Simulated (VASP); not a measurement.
**Mg2GeN3: single point with PBE**

The system is Mg2GeN3.

```
CELL_PARAMETERS angstrom
3.00117 0.00000 0.00000
-1.50059 2.59909 0.00000
0.00000 0.00000 7.73567
ATOMIC_POSITIONS crystal
Mg 0.33333 0.66667 0.66739
Mg 0.66667 0.33333 0.33261
Ge 0.00000 0.00000 0.00000
N 0.33333 0.66667 0.14343
N 0.66667 0.33333 0.85657
N 0.00000 0.00000 0.50000
```

- Program: VASP 6.6.1
- Task: single point
- Functional: PBE
- Potentials or basis: VASP PAW PBE potentials, release 64 (Mg, Ge_d, N)
- Cutoff: 520 eV
- k mesh: 5 × 5 × 2
- Occupations: gaussian, width 0.2 eV
- Spin: no spin polarisation
- Dipole correction: no
- Further INCAR settings: ALGO = Normal; EDIFF = 1e-07; NBANDS = 26

| Quantity | Value |
| --- | --- |
| Pressure | -0.3 GPa |
| Largest force | 0.051 eV/Å |

Forces on the atoms (eV/Å):
```
Mg   0.000  0.000 -0.051
Mg   0.000  0.000  0.051
Ge   0.000  0.000  0.000
N    0.000  0.000  0.037
N    0.000  0.000 -0.037
N    0.000  0.000  0.000
```

Stress tensor (GPa, compression positive):
```
-0.20  0.00  0.00
 0.00 -0.20  0.00
 0.00  0.00 -0.42
```

Levels at points of the mesh, in eV from the Fermi level:
```
           k point  band 15  band 16  band 17  band 18  band 19  band 20
(0.00, 0.00, 0.00)     0.05     0.72     0.72     3.14     5.17     7.14
(0.00, 0.00, 0.50)    -0.34     0.72     0.72     3.90     5.12     6.82
```

Run time: 34 s on 1 thread of Intel(R) Xeon(R) 6975P-C (Granite Rapids), on a shared host, peak memory 0.18 GiB.

Caveat: the k points lie up to 0.48 Å⁻¹ apart.
